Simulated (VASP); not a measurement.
# N (P6_3/mmc) in VASP: settings compared

N is run at these levels: HSE06, PBE; tasks: single point.

Program: VASP 6.6.1. These are calculated values, not measurements. Logs are shortened: lines on timing, memory, paths and dates and some standing lists are left out, and cuts for length are marked.

## 1. The cell of the first run

Symmetry: P6_3/mmc, No. 194, hexagonal system. The conventional cell has a = 3.580 Å, b = 3.580 Å, c = 7.642 Å, α = 90.00°, β = 90.00°, γ = 120.00°. Within 1.5 Å of N (site symmetry 3m) lie 1 N at 1.09 Å.

## 2. Single point, HSE06

Contents of POSCAR:

```
N
1.0
    3.5804205417      0.0000000000      0.0000000000
   -1.7902102708      3.1007351453      0.0000000000
    0.0000000000      0.0000000000      7.6415144716
N
4
Direct
    0.3333333333      0.6666666667      0.3215707846
    0.3333333333      0.6666666667      0.1784292154
    0.6666666667      0.3333333333      0.8215707846
    0.6666666667      0.3333333333      0.6784292154
```

Contents of INCAR.step1:

```
ALGO = Normal
EDIFF = 1E-5
ENCUT = 520
GGA = PE
ISIF = 2
ISMEAR = 0
LASPH = T
LCHARG = F
LREAL = F
LWAVE = T
NBANDS = 18
NELM = 60
PREC = Accurate
SIGMA = 0.01
```

Contents of INCAR.step2:

```
ALGO = Normal
EDIFF = 1E-7
ENCUT = 520
GGA = PE
HFSCREEN = 0.2079
ISIF = 2
ISMEAR = 0
ISTART = 1
LASPH = T
LCHARG = F
LHFCALC = T
LREAL = F
LWAVE = F
NBANDS = 18
NELM = 60
PREC = Accurate
PRECFOCK = Normal
SIGMA = 0.01
```

Contents of KPOINTS:

```
k-points
0
Gamma
  6 6 2
```

Potentials or basis: VASP PAW PBE potentials, release 64 (N).

Run with:

```
$ cat potpaw_PBE.64/N/POTCAR > POTCAR
$ cp INCAR.step1 INCAR
$ mpirun -np 1 vasp_std > vasp.out
$ cp INCAR.step2 INCAR
$ mpirun -np 1 vasp_std > vasp.out
```

OUTCAR:

```text
EDIFF = 1E-7
   ENCUT = 520
   GGA = PE
   HFSCREEN = 0.2079
   ISIF = 2
   ISMEAR = 0
   ISTART = 1
   LASPH = T
   LHFCALC = T
   LREAL = F
   NELM = 60
   PREC = Accurate
   PRECFOCK = Normal

 ion  position               nearest neighbor table
   1  0.333  0.667  0.322-   2 1.09
   2  0.333  0.667  0.178-   1 1.09
   3  0.667  0.333  0.822-   4 1.09
   4  0.667  0.333  0.678-   3 1.09

  LATTYP: Found a hexagonal cell.
 ALAT       =     3.5804205417
 C/A-ratio  =     2.1342505392

  Lattice vectors:

 A1 = (   3.5804205417,   0.0000000000,   0.0000000000)
 A2 = (  -1.7902102708,   3.1007351453,   0.0000000000)
 A3 = (   0.0000000000,   0.0000000000,   7.6415144716)

Analysis of symmetry for initial positions (statically):
=====================================================================
 Subroutine PRICEL returns:
 Original cell was already a primitive cell.

 Routine SETGRP: Setting up the symmetry group for a
 hexagonal supercell.

 Subroutine GETGRP returns: Found 24 space group operations
 (whereof 12 operations were pure point group operations)
 out of a pool of 24 trial point group operations.

The static configuration has the point symmetry D_3d.
 The point group associated with its full space group is D_6h.

Analysis of symmetry for dynamics (positions and initial velocities):
=====================================================================
 Subroutine PRICEL returns:
 Original cell was already a primitive cell.

 Routine SETGRP: Setting up the symmetry group for a
 hexagonal supercell.

 Subroutine GETGRP returns: Found 24 space group operations
 (whereof 12 operations were pure point group operations)
 out of a pool of 24 trial point group operations.

The dynamic configuration has the point symmetry D_3d.
 The point group associated with its full space group is D_6h.

 Subroutine INISYM returns: Found 24 space group operations
 (whereof 12 operations are pure point group operations),
 and found     1 'primitive' translations

----------------------------------------------------------------------------------------

                                     Primitive cell

  volume of cell :      84.8356

  direct lattice vectors                    reciprocal lattice vectors
     3.580420542  0.000000000  0.000000000     0.279296800  0.161252083  0.000000000
    -1.790210271  3.100735145  0.000000000     0.000000000  0.322504165  0.000000000
     0.000000000  0.000000000  7.641514472     0.000000000  0.000000000  0.130864111

  length of vectors
     3.580420542  3.580420542  7.641514472     0.322504165  0.322504165  0.130864111

  position of ions in fractional coordinates (direct lattice)
     0.333333333  0.666666667  0.321570785
     0.333333333  0.666666667  0.178429215
     0.666666667  0.333333333  0.821570785
     0.666666667  0.333333333  0.678429215

  ion indices of the primitive-cell ions
   primitive index   ion index
                 1           1
                 2           2
                 3           3
                 4           4

----------------------------------------------------------------------------------------

 KPOINTS: k-points

Automatic generation of k-mesh.
 Grid dimensions read from file:
 generate k-points for:    6    6    2

 Generating k-lattice:

  Cartesian coordinates                     Fractional coordinates (reciprocal lattice)
     0.046549467  0.026875347  0.000000000     0.166666667  0.000000000  0.000000000
     0.000000000  0.053750694  0.000000000     0.000000000  0.166666667  0.000000000
     0.000000000  0.000000000  0.065432056     0.000000000  0.000000000  0.500000000

  Length of vectors
     0.053750694  0.053750694  0.065432056

  Shift w.r.t. Gamma in fractional coordinates (k-lattice)
     0.000000000  0.000000000  0.000000000

 Subroutine IBZKPT returns following result:
 ===========================================

 Found     14 irreducible k-points:

 Following reciprocal coordinates:
            Coordinates               Weight
  0.000000  0.000000  0.000000      1.000000
  0.166667 -0.000000  0.000000      6.000000
  0.333333 -0.000000  0.000000      6.000000
  0.500000  0.000000  0.000000      3.000000
  0.166667  0.166667  0.000000      6.000000
  0.333333  0.166667  0.000000     12.000000
  0.333333  0.333333  0.000000      2.000000
  0.000000  0.000000  0.500000      1.000000
  0.166667 -0.000000  0.500000      6.000000
  0.333333 -0.000000  0.500000      6.000000
  0.500000  0.000000  0.500000      3.000000
  0.166667  0.166667  0.500000      6.000000
  0.333333  0.166667  0.500000     12.000000
  0.333333  0.333333  0.500000      2.000000
   k-points           NKPTS =     14   k-points in BZ     NKDIM =     72   number of bands    NBANDS=     18
   number of dos      NEDOS =    301   number of ions     NIONS =      4
   total plane-waves  NPLWV =  47040
   dimension x,y,z NGX =    28 NGY =   28 NGZ =   60
   dimension x,y,z NGXF=    56 NGYF=   56 NGZF=  120
   ions per type =               4
   NGX,Y,Z   is equivalent  to a cutoff of  13.00, 13.00, 13.05 a.u.
   NGXF,Y,Z  is equivalent  to a cutoff of  26.00, 26.00, 26.11 a.u.
 SYSTEM =  unknown system
   PREC   = accura    normal or accurate (medium, high low for compatibility)
   ISTART =      1    job   : 0-new  1-cont  2-samecut
   ICHARG =      0    charge: 1-file 2-atom 10-const
   ISPIN  =      1    spin polarized calculation?
   LNONCOLLINEAR =      F non collinear calculations
   LSORBIT =      F    spin-orbit coupling
   LASPH  =      T    aspherical Exc in radial PAW
   ENCUT  =  520.0 eV  38.22 Ry    6.18 a.u.   6.66  6.66 14.21*2*pi/ulx,y,z
   NELM   =     60;   NELMIN=  2; NELMDL=  0     # of ELM steps
   EDIFF  = 0.1E-06   stopping-criterion for ELM
   LREAL  =      F    real-space projection
   EDIFFG = 0.1E-05   stopping-criterion for IOM
   NSW    =      0    number of steps for IOM
   IBRION =     -1    ionic relax: 0-MD 1-quasi-New 2-CG
   NFREE  =      0    steps in history (QN), initial steepest desc. (CG)
   ISIF   =      2    stress and relaxation
   ISYM   =      3    0-nonsym 1-usesym 2-fastsym
   POTIM  = 0.5000    time-step for ionic-motion
   TEBEG  =    0.0;   TEEND  =   0.0 temperature during run
   PSTRESS=    0.0 pullay stress
   NELECT =      20.0000    total number of electrons
   NUPDOWN=      -1.0000    fix difference up-down
   EMIN   =  10.00;   EMAX   =-10.00  energy-range for DOS
   EFERMI =   0.00;   METHOD = LEGACY
   ISMEAR =     0;   SIGMA  =   0.01  broadening in eV -4-tet -1-fermi 0-gaus
   EFERMI_NEDOS =   21; number of points for ismear=-14 and -15
   IALGO  =     38    algorithm
   IMIX   =      1    mixing-type and parameters
     AMIX     =   0.40;   BMIX     =  1.00
     AMIX_MAG =   1.60;   BMIX_MAG =  1.00
  volume/ion in A,a.u.               =      21.21       143.12
  Fermi-wavevector in a.u.,A,eV,Ry     =   1.011328  1.911133 13.915831  1.022785
  Thomas-Fermi vector in A             =   2.144371
   LORBIT       =      0    0 simple, 1 ext, 2 COOP (PROOUT), +10 PAW based schemes
   GGA     = PE    functional components
   LHFCALC =     T    Hartree Fock is set to
   PRECFOCK=normal    Normal, Fast or Accurate (Low or Medium for compatibility)
   ENCUT4O =  -1.0   cutoff for four orbital integrals eV
   NKREDX  =     1    reduce k-point grid by
   NKREDY  =     1    reduce k-point grid by
   NKREDZ  =     1    reduce k-point grid by
   AEXX    =    0.2500 exact exchange contribution
   HFSCREEN=    0.2079 screening length (either q_TF or 0.3 A-1)
   HFSCREENC=   0.2079 screening length for correlation (either q_TF or 0.3 A-1)
   ENCUTFOCK=  -1.0 apply spherical cutoff to Coloumb kernel
   IVDW    =     0    specifies the selected vdW correction
   LEPSILON=     F    determine dielectric tensor
   LRPA    =     F    only Hartree local field effects (RPA)
 non-spin polarized calculation
 Gauss-broadening in eV      SIGMA  =   0.01
  energy-cutoff  :      520.00
  volume of cell :       84.84
 maximum number of plane-waves:      2321
 NGX is ok and might be reduce to    28
  NGX = 20; NGY = 20; NGZ = 48

 number of electron      19.9999996 magnetization

 Free energy of the ion-electron system (eV)
  ---------------------------------------------------
  ext. energy  EPLUGINS =         0.00000000
  ---------------------------------------------------
  free energy    TOTEN  =       -40.84404356 eV

  energy without entropy =      -40.84404356  energy(sigma->0) =      -40.84404356

 E-fermi :  -7.6353     XC(G=0):  -5.5917

 val. band max:       -7.6870342069   @ k =   0.1667   0.1667   0.0000
 cond. band min:       1.6198495826   @ k =   0.5000   0.0000   0.0000
 fundamental gap:      9.3068837895
 Fermi energy:        -7.6352679277

 k-point     1 :       0.0000    0.0000    0.0000
  band No.  band energies     occupation
      1     -27.7017      2.00000
      2     -27.6808      2.00000
      3     -12.0678      2.00000
      4     -11.2726      2.00000
      5      -8.9103      2.00000
      6      -8.8232      2.00000
[... 10 lines left out ...]
     17       6.8344      0.00000
     18      10.5891      0.00000

 k-point     2 :       0.1667   -0.0000    0.0000
  band No.  band energies     occupation
      1     -27.6818      2.00000
      2     -27.6638      2.00000
      3     -11.9636      2.00000
      4     -11.2591      2.00000
      5      -9.2289      2.00000
      6      -9.0514      2.00000
[... 10 lines left out ...]
     17       7.6050      0.00000
     18      10.9433      0.00000

 k-point     3 :       0.3333   -0.0000    0.0000
  band No.  band energies     occupation
      1     -27.6416      2.00000
      2     -27.6302      2.00000
      3     -11.7195      2.00000
      4     -11.2608      2.00000
      5      -9.5724      2.00000
      6      -9.4432      2.00000
[... 202 lines left out ...]
 k-point    13 :       0.3333    0.1667    0.5000
  band No.  band energies     occupation
      1     -27.6175      2.00000
      2     -27.6175      2.00000
      3     -11.4439      2.00000
      4     -11.4439      2.00000
      5      -9.5350      2.00000
      6      -9.5350      2.00000
[... 10 lines left out ...]
     17       8.7341      0.00000
     18       8.7341      0.00000

 k-point    14 :       0.3333    0.3333    0.5000
  band No.  band energies     occupation
      1     -27.6082      2.00000
      2     -27.6082      2.00000
      3     -11.4057      2.00000
      4     -11.4057      2.00000
      5      -9.3882      2.00000
      6      -9.3882      2.00000
[... 10 lines left out ...]
     17       8.3016      0.00000
     18       8.3016      0.00000

------------------------ aborting loop because EDIFF is reached ----------------------------------------

  FORCE on cell =-STRESS in cart. coord.  units (eV):
  Direction    XX          YY          ZZ          XY          YZ          ZX
  --------------------------------------------------------------------------------------
  -------------------------------------------------------------------------------------
  Total        0.3273895      0.3273895      3.3703141      0.0000000      0.0000000     -0.0000000
  in kB        6.1829698      6.1829698     63.6506456      0.0000000      0.0000000     -0.0000000
  external PRESSURE =      25.3388618 kB  Pullay stress =       0.0000000 kB

 VOLUME and BASIS-vectors are now :
 -----------------------------------------------------------------------------
  energy-cutoff  :      520.00
  volume of cell :       84.84
      direct lattice vectors                 reciprocal lattice vectors
     3.580420542  0.000000000  0.000000000     0.279296800  0.161252083  0.000000000
    -1.790210271  3.100735145  0.000000000     0.000000000  0.322504165  0.000000000
     0.000000000  0.000000000  7.641514472     0.000000000  0.000000000  0.130864111

 POSITION                                       TOTAL-FORCE (eV/Angst)
 -----------------------------------------------------------------------------------
     -0.00000      2.06716      2.45729        -0.000000      0.000000      1.499196
     -0.00000      2.06716      1.36347        -0.000000     -0.000000     -1.499196
      1.79021      1.03358      6.27805         0.000000     -0.000000      1.499196
      1.79021      1.03358      5.18423         0.000000      0.000000     -1.499196
 -----------------------------------------------------------------------------------
    total drift:                               -0.000000     -0.000000     -0.000000

  FREE ENERGIE OF THE ION-ELECTRON SYSTEM (eV)
  ---------------------------------------------------
  free  energy   TOTEN  =       -40.8440435634 eV

  energy  without entropy=      -40.8440435634  energy(sigma->0) =      -40.84404356
```

Wall time 11 min (1 thread of Intel Xeon 6975P-C (Granite Rapids), shared host); peak memory 0.31 GiB.

What came out:

| Property | Result |
| --- | --- |
| Free energy | -40.8440 eV |
| Pressure | 2.5 GPa |
| Largest force | 1.499 eV/Å |
| Band gap on the k mesh | 9.31 eV (least direct gap 9.36 eV) |

Forces on the atoms (eV/Å):
```
N    0.000  0.000  1.499
N    0.000  0.000 -1.499
N    0.000  0.000  1.499
N    0.000  0.000 -1.499
```

Stress tensor (GPa, compression positive):
```
0.62 0.00 0.00
0.00 0.62 0.00
0.00 0.00 6.37
```

Caveat: the standard files for N, O and F lose accuracy on very short bonds; the stress differs along the axes, from 1 to 6 GPa; this functional lacks dispersion, which holds the molecules together, so the pressure and a relaxed volume are unreliable; the PAW data sets were made with another functional, which shifts forces and pressure a little.

## 3. Single point, PBE (strain -5.9%)

Contents of INCAR:

```
SYSTEM = N
ALGO = Normal
EDIFF = 1E-6
ENCUT = 520
GGA = PE
ISIF = 2
ISMEAR = -1
LASPH = .TRUE.
LCHARG = .FALSE.
LREAL = .FALSE.
LWAVE = .FALSE.
NBANDS = 18
NELM = 80
PREC = Accurate
SIGMA = 0.02
```

Contents of KPOINTS:

```
k-points
0
G
  12 12 4
  0 0 0
```

Contents of POSCAR:

```
N
1.0
    3.3706078979      0.0000000000      0.0000000000
   -1.6853039490      2.9190320658      0.0000000000
    0.0000000000      0.0000000000      7.1937217236
N
4
Direct
    0.3333333333      0.6666666667      0.3260037860
    0.3333333333      0.6666666667      0.1739962140
    0.6666666667      0.3333333333      0.8260037860
    0.6666666667      0.3333333333      0.6739962140
```

Potentials or basis: VASP PAW PBE potentials, release 64 (N).

Run with:

```
$ cat potpaw_PBE.64/N/POTCAR > POTCAR
$ mpirun -np 1 vasp_std > vasp.out
```

It took 54 s on 1 thread of Oxide Virtual Turin-like, shared host; peak memory 0.17 GiB.

Results (log left out):

```yaml
Free_energy: -33.0640 eV
Pressure: 7.2 GPa
Largest_force: 3.097 eV/Å
Band_gap_on_the_k_mesh: 6.58 eV (least direct gap 6.68 eV)
```

Forces on the atoms (eV/Å):
```
N    0.000  0.000  3.097
N    0.000  0.000 -3.097
N    0.000  0.000  3.097
N    0.000  0.000 -3.097
```

Stress tensor (GPa, compression positive):
```
 2.28  0.00  0.00
 0.00  2.28  0.00
 0.00  0.00 17.04
```

Levels at points of the mesh, in eV from the valence-band top:
| k point | band 8 | band 9 | band 10 | band 11 | band 12 | band 13 |
| --- | --- | --- | --- | --- | --- | --- |
| (0.00, 0.00, 0.00) | -1.51 | -1.51 | -0.06 | 8.36 | 8.36 | 8.71 |
| (0.50, 0.00, 0.00) | -1.71 | -0.63 | -0.10 | 6.58 | 7.41 | 7.86 |
| (0.00, 0.00, 0.50) | -1.55 | -0.78 | -0.78 | 8.53 | 8.53 | 8.53 |
| (0.50, 0.00, 0.50) | -1.79 | -0.42 | -0.42 | 7.03 | 7.03 | 8.23 |

Caveat: the cell differs from its parent crystal (strain -5.9%); the standard files for N, O and F lose accuracy on very short bonds; the stress differs along the axes, from 2 to 17 GPa; this functional lacks dispersion, which holds the molecules together, so the pressure and a relaxed volume are unreliable; forces of over 1 eV/Å act on the atoms, so gaps and moduli don't describe the material at rest.
